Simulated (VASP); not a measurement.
# Na (Fd-3m) in VASP: further runs

Runs on Na. Level: LDA. Tasks: relaxation of cell and atoms.

Program: VASP 6.6.1. These are calculated values, not measurements. Logs are shortened: lines on timing, memory, paths and dates and some standing lists are left out, and cuts for length are marked.

### Step 1. The cell of the first run

The structure is cubic, space group Fd-3m (No. 227). The conventional cell has a = 7.298 Å, b = 7.298 Å, c = 7.298 Å, α = 90.00°, β = 90.00°, γ = 90.00°. Within 4.2 Å of Na (site symmetry -43m) lie 4 Na at 3.16 Å.

This isn't the form of Na at room conditions, which is bcc.

### Step 2. Relaxation of cell and atoms, LDA

INCAR reads:

```
SYSTEM = Na
PREC = Accurate
ENCUT = 600
EDIFF = 1E-7
ISMEAR = 1
SIGMA = 0.05
LREAL = .False.
LASPH = .True.
NELM = 100
ALGO = Normal
ISIF = 3
LWAVE = .False.
LCHARG = .False.
IBRION = 2
NSW = 80
EDIFFG = -0.02
```

KPOINTS reads:

```
Automatic mesh
0
Gamma
  10 10 10
  0 0 0
```

POSCAR reads:

```
Na
1.0
    0.0000000000      3.6491511449      3.6491511449
    3.6491511449      0.0000000000      3.6491511449
    3.6491511449      3.6491511449      0.0000000000
Na
2
Direct
    0.0000000000      0.0000000000      0.0000000000
    0.2500000000      0.2500000000      0.2500000000
```

Potentials or basis: VASP PAW LDA potentials, release 64 (Na_pv).

The run is started by

```sh
cat potpaw_LDA.64/Na_pv/POTCAR > POTCAR
mpirun -np 1 vasp_std > vasp.out
```

OUTCAR:

```text
SYSTEM = Na
   PREC = Accurate
   ENCUT = 600
   EDIFF = 1E-7
   ISMEAR = 1
   LREAL = .False.
   LASPH = .True.
   NELM = 100
   ISIF = 3
   IBRION = 2
   NSW = 80
   EDIFFG = -0.02

 ion  position               nearest neighbor table
   1  0.000  0.000  0.000-
   2  0.250  0.250  0.250-

  LATTYP: Found a face centered cubic cell.
 ALAT       =     7.2983022898

  Lattice vectors:

 A1 = (   0.0000000000,   3.6491511449,   3.6491511449)
 A2 = (   3.6491511449,   0.0000000000,   3.6491511449)
 A3 = (   3.6491511449,   3.6491511449,   0.0000000000)

Analysis of symmetry for initial positions (statically):
=====================================================================
 Subroutine PRICEL returns:
 Original cell was already a primitive cell.

 Routine SETGRP: Setting up the symmetry group for a
 face centered cubic supercell.

 Subroutine GETGRP returns: Found 48 space group operations
 (whereof 24 operations were pure point group operations)
 out of a pool of 48 trial point group operations.

The static configuration has the point symmetry T_d .
 The point group associated with its full space group is O_h .

Analysis of symmetry for dynamics (positions and initial velocities):
=====================================================================
 Subroutine PRICEL returns:
 Original cell was already a primitive cell.

 Routine SETGRP: Setting up the symmetry group for a
 face centered cubic supercell.

 Subroutine GETGRP returns: Found 48 space group operations
 (whereof 24 operations were pure point group operations)
 out of a pool of 48 trial point group operations.

The dynamic configuration has the point symmetry T_d .
 The point group associated with its full space group is O_h .

 Subroutine INISYM returns: Found 48 space group operations
 (whereof 24 operations are pure point group operations),
 and found     1 'primitive' translations

----------------------------------------------------------------------------------------

                                     Primitive cell

  volume of cell :      97.1864

  direct lattice vectors                    reciprocal lattice vectors
     0.000000000  3.649151145  3.649151145    -0.137018167  0.137018167  0.137018167
     3.649151145  0.000000000  3.649151145     0.137018167 -0.137018167  0.137018167
     3.649151145  3.649151145  0.000000000     0.137018167  0.137018167 -0.137018167

  length of vectors
     5.160679040  5.160679040  5.160679040     0.237322426  0.237322426  0.237322426

  position of ions in fractional coordinates (direct lattice)
     0.000000000  0.000000000  0.000000000
     0.250000000  0.250000000  0.250000000

  ion indices of the primitive-cell ions
   primitive index   ion index
                 1           1
                 2           2

----------------------------------------------------------------------------------------

 KPOINTS: Automatic mesh

Automatic generation of k-mesh.
 Grid dimensions read from file:
 generate k-points for:   10   10   10

 Generating k-lattice:

  Cartesian coordinates                     Fractional coordinates (reciprocal lattice)
    -0.013701817  0.013701817  0.013701817     0.100000000  0.000000000  0.000000000
     0.013701817 -0.013701817  0.013701817     0.000000000  0.100000000  0.000000000
     0.013701817  0.013701817 -0.013701817     0.000000000  0.000000000  0.100000000

  Length of vectors
     0.023732243  0.023732243  0.023732243

  Shift w.r.t. Gamma in fractional coordinates (k-lattice)
     0.000000000  0.000000000  0.000000000

 Subroutine IBZKPT returns following result:
 ===========================================

 Found     47 irreducible k-points:

 Following reciprocal coordinates:
            Coordinates               Weight
  0.000000  0.000000  0.000000      1.000000
  0.100000  0.000000  0.000000      8.000000
  0.200000  0.000000  0.000000      8.000000
  0.300000  0.000000  0.000000      8.000000
  0.400000  0.000000  0.000000      8.000000
  0.500000  0.000000  0.000000      4.000000
[... 16 lines left out ...]
  0.300000  0.300000  0.000000      6.000000
  0.400000  0.300000  0.000000     24.000000
 [... further k-points ...]
   k-points           NKPTS =     47   k-points in BZ     NKDIM =     47   number of bands    NBANDS=     11
   number of dos      NEDOS =    301   number of ions     NIONS =      2
   total plane-waves  NPLWV =  74088
   dimension x,y,z NGX =    42 NGY =   42 NGZ =   42
   dimension x,y,z NGXF=    84 NGYF=   84 NGZF=   84
   ions per type =               2
   NGX,Y,Z   is equivalent  to a cutoff of  13.53, 13.53, 13.53 a.u.
   NGXF,Y,Z  is equivalent  to a cutoff of  27.06, 27.06, 27.06 a.u.
 SYSTEM =  Na
   PREC   = accura    normal or accurate (medium, high low for compatibility)
   ISTART =      0    job   : 0-new  1-cont  2-samecut
   ICHARG =      2    charge: 1-file 2-atom 10-const
   ISPIN  =      1    spin polarized calculation?
   LNONCOLLINEAR =      F non collinear calculations
   LSORBIT =      F    spin-orbit coupling
   LASPH  =      T    aspherical Exc in radial PAW
   ENCUT  =  600.0 eV  44.10 Ry    6.64 a.u.  10.31 10.31 10.31*2*pi/ulx,y,z
   NELM   =    100;   NELMIN=  2; NELMDL= -5     # of ELM steps
   EDIFF  = 0.1E-06   stopping-criterion for ELM
   LREAL  =      F    real-space projection
   EDIFFG = -.2E-01   stopping-criterion for IOM
   NSW    =     80    number of steps for IOM
   IBRION =      2    ionic relax: 0-MD 1-quasi-New 2-CG
   NFREE  =      1    steps in history (QN), initial steepest desc. (CG)
   ISIF   =      3    stress and relaxation
   ISYM   =      2    0-nonsym 1-usesym 2-fastsym
   POTIM  = 0.5000    time-step for ionic-motion
   TEBEG  =    0.0;   TEEND  =   0.0 temperature during run
   PSTRESS=    0.0 pullay stress
   NELECT =      14.0000    total number of electrons
   NUPDOWN=      -1.0000    fix difference up-down
   EMIN   =  10.00;   EMAX   =-10.00  energy-range for DOS
   EFERMI =   0.00;   METHOD = LEGACY
   ISMEAR =     1;   SIGMA  =   0.05  broadening in eV -4-tet -1-fermi 0-gaus
   EFERMI_NEDOS =   21; number of points for ismear=-14 and -15
   IALGO  =     38    algorithm
   IMIX   =      4    mixing-type and parameters
     AMIX     =   0.40;   BMIX     =  1.00
     AMIX_MAG =   1.60;   BMIX_MAG =  1.00
  volume/ion in A,a.u.               =      48.59       327.92
  Fermi-wavevector in a.u.,A,eV,Ry     =   0.858188  1.621740 10.020504  0.736486
  Thomas-Fermi vector in A             =   1.975355
   LORBIT       =      0    0 simple, 1 ext, 2 COOP (PROOUT), +10 PAW based schemes
   GGA     = CA    functional components
   LHFCALC =     F    Hartree Fock is set to
   AEXX    =    0.0000 exact exchange contribution
   IVDW    =     0    specifies the selected vdW correction
   LEPSILON=     F    determine dielectric tensor
   LRPA    =     F    only Hartree local field effects (RPA)
 conjugate gradient relaxation of ions
 non-spin polarized calculation
 Methfessel and Paxton  Order N= 1 SIGMA  =   0.05
  energy-cutoff  :      600.00
  volume of cell :       97.19
 maximum number of plane-waves:      3287
 NGX is ok and might be reduce to    42
   NGX = 21   NGY = 21   NGZ = 21

 number of electron      13.9999989 magnetization

 Free energy of the ion-electron system (eV)
  ---------------------------------------------------
  ext. energy  EPLUGINS =         0.00000000
  ---------------------------------------------------
  free energy    TOTEN  =        -2.20261417 eV

  energy without entropy =       -2.20256503  energy(sigma->0) =       -2.20259779

 E-fermi :  -0.4997     XC(G=0):  -5.9304

 val. band max:       -0.5760092361   @ k =  -0.3000   0.4000   0.1000
 cond. band min:      -0.4964632560   @ k =  -0.3000   0.4000   0.2000
 fundamental gap:      0.0795459801
 Fermi energy:        -0.4997236171

 k-point     1 :       0.0000    0.0000    0.0000
  band No.  band energies     occupation
      1     -25.9280      2.00000
      2     -25.9280      2.00000
      3     -25.9280      2.00000
      4     -25.8791      2.00000
      5     -25.8791      2.00000
      6     -25.8791      2.00000
      7      -3.2680      2.00000
      8       4.3623      0.00000
      9       4.3623      0.00000
     10       4.3623      0.00000
     11       4.6994      0.00000

 k-point     2 :       0.1000    0.0000    0.0000
  band No.  band energies     occupation
      1     -25.9285      2.00000
      2     -25.9285      2.00000
      3     -25.9279      2.00000
      4     -25.8793      2.00000
      5     -25.8786      2.00000
      6     -25.8786      2.00000
      7      -3.1821      2.00000
      8       3.3264      0.00000
      9       4.0732      0.00000
     10       4.0732      0.00000
     11       5.0463      0.00000

 k-point     3 :       0.2000    0.0000    0.0000
  band No.  band energies     occupation
      1     -25.9299      2.00000
      2     -25.9299      2.00000
      3     -25.9276      2.00000
      4     -25.8800      2.00000
      5     -25.8772      2.00000
      6     -25.8772      2.00000
      7      -2.9255      2.00000
      8       2.0543      0.00000
      9       3.7939      0.00000
     10       3.7939      0.00000
     11       4.9715      0.00000

 k-point     4 :       0.3000    0.0000    0.0000
  band No.  band energies     occupation
      1     -25.9316      2.00000
      2     -25.9316      2.00000
      3     -25.9273      2.00000
      4     -25.8808      2.00000
      5     -25.8757      2.00000
      6     -25.8757      2.00000
      7      -2.5022      2.00000
      8       0.8699      0.00000
      9       3.6396      0.00000
     10       3.6396      0.00000
     11       4.8796      0.00000

 k-point     5 :       0.4000    0.0000    0.0000
  band No.  band energies     occupation
      1     -25.9328      2.00000
      2     -25.9328      2.00000
      3     -25.9270      2.00000
      4     -25.8814      2.00000
      5     -25.8745      2.00000
      6     -25.8745      2.00000
      7      -1.9255      2.00000
      8      -0.1711     -0.00000
      9       3.5943      0.00000
     10       3.5943      0.00000
     11       4.5174      0.00000
[... 211 lines left out ...]
 k-point    21 :      -0.3000    0.2000    0.0000
  band No.  band energies     occupation
      1     -25.9372      2.00000
      2     -25.9333      2.00000
      3     -25.9207      2.00000
      4     -25.8873      2.00000
      5     -25.8740      2.00000
      6     -25.8706      2.00000
      7      -1.8344      2.00000
      8       0.4400     -0.00000
      9       1.4987      0.00000
     10       3.2758      0.00000
     11       4.0817      0.00000

 k-point    22 :      -0.2000    0.2000    0.0000
  band No.  band energies     occupation
      1     -25.9353      2.00000
      2     -25.9316      2.00000
      3     -25.9234      2.00000
      4     -25.8845      2.00000
      5     -25.8756      2.00000
      6     -25.8723      2.00000
      7      -2.3605      2.00000
      8       1.4888      0.00000
      9       1.5665      0.00000
     10       3.7458      0.00000
     11       4.6193      0.00000

 k-point    23 :       0.3000    0.3000    0.0000
  band No.  band energies     occupation
      1     -25.9353      2.00000
      2     -25.9353      2.00000
      3     -25.9184      2.00000
      4     -25.8897      2.00000
      5     -25.8721      2.00000
      6     -25.8721      2.00000
      7      -2.2447      2.00000
      8       2.0058      0.00000
      9       2.4360      0.00000
     10       2.4360      0.00000
     11       3.1230      0.00000

 k-point    24 :       0.4000    0.3000    0.0000
  band No.  band energies     occupation
      1     -25.9369      2.00000
      2     -25.9365      2.00000
      3     -25.9154      2.00000
      4     -25.8928      2.00000
      5     -25.8710      2.00000
      6     -25.8706      2.00000
      7      -1.8250      2.00000
      8       1.2833      0.00000
      9       1.6709      0.00000
     10       2.3102      0.00000
     11       3.0270      0.00000

 [... further k-points ...]

------------------------ aborting loop because EDIFF is reached ----------------------------------------

  FORCE on cell =-STRESS in cart. coord.  units (eV):
  Direction    XX          YY          ZZ          XY          YZ          ZX
  --------------------------------------------------------------------------------------
  -------------------------------------------------------------------------------------
  Total       -0.0026113     -0.0026113     -0.0026113      0.0000000      0.0000000     -0.0000000
  in kB       -0.0430495     -0.0430495     -0.0430495      0.0000000      0.0000000     -0.0000000
  external PRESSURE =      -0.0430495 kB  Pullay stress =       0.0000000 kB

 VOLUME and BASIS-vectors are now :
 -----------------------------------------------------------------------------
  energy-cutoff  :      600.00
  volume of cell :       97.19
      direct lattice vectors                 reciprocal lattice vectors
     0.000000000  3.649151145  3.649151145    -0.137018167  0.137018167  0.137018167
     3.649151145  0.000000000  3.649151145     0.137018167 -0.137018167  0.137018167
     3.649151145  3.649151145  0.000000000     0.137018167  0.137018167 -0.137018167

 POSITION                                       TOTAL-FORCE (eV/Angst)
 -----------------------------------------------------------------------------------
      0.00000      0.00000      0.00000         0.000000      0.000000      0.000000
      1.82458      1.82458      1.82458        -0.000000     -0.000000     -0.000000
 -----------------------------------------------------------------------------------
    total drift:                               -0.000000     -0.000000      0.000000

  FREE ENERGIE OF THE ION-ELECTRON SYSTEM (eV)
  ---------------------------------------------------
  free  energy   TOTEN  =        -2.2026141705 eV

  energy  without entropy=       -2.2025650277  energy(sigma->0) =       -2.20259779

 reached required accuracy - stopping structural energy minimisation
```

Wall time 70 s (1 thread of Intel Xeon 8259CL, shared host); peak memory 0.22 GiB.

Results:

* Free energy: -2.2026 eV
* Pressure after relaxing: 0.0 GPa
* Band gap on the k mesh: zero (bands 7 and 8 overlap by 0.74 eV)

Final structure:
```
CELL_PARAMETERS angstrom
0.00000 3.64915 3.64915
3.64915 0.00000 3.64915
3.64915 3.64915 0.00000
ATOMIC_POSITIONS crystal
Na 0.00000 0.00000 0.00000
Na 0.25000 0.25000 0.25000
```

Caveat: the relaxation stopped at its first step, so nothing moved.

### Step 3. Relaxation of cell and atoms, LDA

This run uses another cell than the first one, of 51.06 Å³/atom.

INCAR reads:

```
SYSTEM = Na
ALGO     = Normal         ! electronic algorithm
EDIFF    = 1E-6           ! SCF threshold, eV
EDIFFG   = -0.02          ! ionic threshold
ENCUT    = 600            ! plane-wave cutoff, eV
IBRION   = 2              ! ionic algorithm
ISIF     = 3              ! what is computed and relaxed
ISMEAR   = 1              ! smearing method
LASPH    = .True.         ! aspherical terms in the spheres
LCHARG   = .False.        ! write CHGCAR
LREAL    = .False.        ! projectors in reciprocal space
LWAVE    = .False.        ! write WAVECAR
NELM     = 100            ! most SCF steps
NSW      = 80             ! ionic steps
PREC     = Accurate       ! precision mode
SIGMA    = 0.05           ! smearing width, eV
```

KPOINTS reads:

```
k-points
0
Gamma
  10 10 10
  0 0 0
```

POSCAR reads:

```
Na
1.0
    0.0000000000      3.7100000000      3.7100000000
    3.7100000000      0.0000000000      3.7100000000
    3.7100000000      3.7100000000      0.0000000000
Na
2
Direct
    0.0000000000      0.0000000000      0.0000000000
    0.2500000000      0.2500000000      0.2500000000
```

Potentials or basis: VASP PAW LDA potentials, release 64 (Na_pv).

The run is started by

```sh
cat potpaw_LDA.64/Na_pv/POTCAR > POTCAR
mpirun -np 1 vasp_std > vasp.out
```

It took 3.7 min on 1 thread of Intel Xeon 8259CL, shared host; peak memory 0.23 GiB.

It converged, with:

* Free energy: -2.2027 eV
* Relaxed volume: 49.05 Å³/atom
* Relaxed cell: a = 5.177 Å, b = 5.177 Å, c = 5.177 Å, α = 60.00°, β = 60.00°, γ = 60.00°
* Space group after relaxing (to 0.1 Å): Fd-3m (No. 227)
* Energy gained by relaxing: 1.4 meV/atom
* Ionic steps: 4
* Pressure after relaxing: -0.1 GPa
* Band gap on the k mesh: zero (bands 7 and 8 overlap by 0.72 eV)

Step by step:
| step | energy change (eV) | largest force (eV/Å) | pressure (GPa) | volume (Å³) |
| --- | --- | --- | --- | --- |
| 1 | 0.0000 | 0.0000 | -0.19 | 102.13 |
| 2 | -0.0009 | 0.0000 | -0.14 | 101.25 |
| 3 | -0.0018 | 0.0000 | -0.10 | 100.19 |
| 4 | -0.0029 | 0.0000 | -0.06 | 98.10 |

Final structure:
```xyz
2
Lattice="0.0000 3.6606 3.6606 3.6606 0.0000 3.6606 3.6606 3.6606 0.0000" Properties=species:S:1:pos:R:3 pbc="T T T"
Na    7.3212    7.3212    7.3212
Na    1.8303    1.8303    1.8303
```

Levels at points of the mesh, in eV from the Fermi level:
```
           k point  band 4  band 5  band 6  band 7  band 8  band 9  band 10  band 11
(0.00, 0.00, 0.00)  -25.38  -25.38  -25.38   -2.75    4.84    4.84     4.84     5.18
(0.50, 0.00, 0.00)  -25.38  -25.37  -25.37   -0.89   -0.35    4.07     4.07     4.85
(0.50, 0.50, 0.00)  -25.40  -25.37  -25.37    0.03    0.03    2.53     2.53     3.19
```

The gap in the log of VASP goes by the Fermi energy; the results here count the filled bands.